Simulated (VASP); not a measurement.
**CF4: single point with LDA**

CF4:

```
C F
1.0
     9.28627    0.00000    0.00000
     0.00000    9.28627    0.00000
     0.00000    0.00000    9.28627
C F
8 32
Direct
  0.36735 0.89382 0.61694
  0.47048 0.53062 0.36486
  0.58459 0.17807 0.95759
  0.91454 0.94703 0.55507
  0.95522 0.69583 0.97542
  0.12362 0.36246 0.71052
  0.97631 0.41600 0.30555
  0.47251 0.61243 0.91847
  0.30789 0.95572 0.50413
  0.29309 0.77767 0.65205
  0.50108 0.85684 0.58606
  0.36730 0.98468 0.72631
  0.59624 0.59557 0.37516
  0.38747 0.60174 0.27374
  0.48949 0.39792 0.31808
  0.40815 0.52786 0.49260
  0.69128 0.24529 0.02282
  0.62875 0.05035 0.91364
  0.47643 0.16232 0.04796
  0.54198 0.25423 0.84537
  0.91579 0.98890 0.69069
  0.01487 0.01713 0.48301
  0.94022 0.80751 0.54822
  0.78739 0.97472 0.49832
  0.00239 0.75859 0.85731
  0.00107 0.76752 0.08903
  0.81296 0.69408 0.97486
  0.00377 0.56242 0.98094
  0.01736 0.26977 0.69225
  0.07945 0.49244 0.67320
  0.16346 0.36278 0.84700
  0.23422 0.32464 0.62930
  0.89559 0.51406 0.36881
  0.90559 0.35991 0.19612
  0.09634 0.47607 0.25920
  0.00807 0.31343 0.39876
  0.53376 0.58766 0.79267
  0.51036 0.74124 0.96460
  0.33089 0.60662 0.90449
  0.51496 0.51387 0.01239
```

- Program: VASP 6.6.1
- Task: single point
- Functional: LDA
- Potentials or basis: VASP PAW LDA potentials, release 64 (C, F)
- Cutoff: 520 eV
- k mesh: 1 × 1 × 1
- Occupations: fermi-dirac, width 0.02 eV
- Spin: no spin polarisation

| Item | Value |
| --- | --- |
| Pressure | 0.9 GPa |
| Largest force | 0.579 eV/Å |
| Band gap on the k mesh | 8.86 eV |

Forces on the atoms (eV/Å):
```
C    0.018 -0.018  0.017
C   -0.045  0.017 -0.015
C   -0.001  0.002 -0.025
C    0.007  0.000 -0.025
C   -0.021 -0.027  0.009
C    0.062 -0.046 -0.014
C    0.027 -0.004  0.011
C   -0.038 -0.073  0.019
F   -0.216  0.227 -0.435
F   -0.258 -0.393  0.137
F    0.458 -0.144 -0.097
F    0.021  0.321  0.407
F    0.477  0.270  0.023
F   -0.277  0.249 -0.295
F    0.043 -0.475 -0.175
F   -0.210 -0.017  0.439
F    0.416  0.265  0.238
F    0.168 -0.482 -0.160
F   -0.438 -0.060  0.346
F   -0.170  0.281 -0.422
F   -0.004  0.167  0.541
F    0.370  0.273 -0.269
F    0.099 -0.531 -0.026
F   -0.496  0.093 -0.224
F    0.184  0.229 -0.455
F    0.165  0.259  0.426
F   -0.516  0.012 -0.012
F    0.164 -0.483  0.021
F   -0.316 -0.311 -0.011
F   -0.103  0.437 -0.113
F    0.114 -0.029  0.362
F    0.285 -0.106 -0.223
F   -0.317  0.409  0.259
F   -0.281 -0.217 -0.444
F    0.474  0.237 -0.170
F    0.118 -0.390  0.364
F    0.161 -0.111 -0.399
F    0.109  0.456  0.178
F   -0.352 -0.035 -0.017
F    0.119 -0.251  0.228
```

Stress tensor (GPa, compression positive):
```
 0.86  0.01 -0.03
 0.01  0.93 -0.02
-0.03 -0.02  0.94
```

Levels at points of the mesh, in eV from the valence-band top:
```tsv
k point	band 124	band 125	band 126	band 127	band 128	band 129	band 130	band 131	band 132	band 133
(0.00, 0.00, 0.00)	-0.06	-0.05	-0.04	-0.03	0.00	8.86	10.67	10.71	10.73	10.82
```

It took 2.3 min on 1 thread of Intel(R) Xeon(R) Platinum 8488C (Sapphire Rapids), with other jobs on the host, peak memory 0.49 GiB.

Caveat: the k points lie up to 0.68 Å⁻¹ apart.
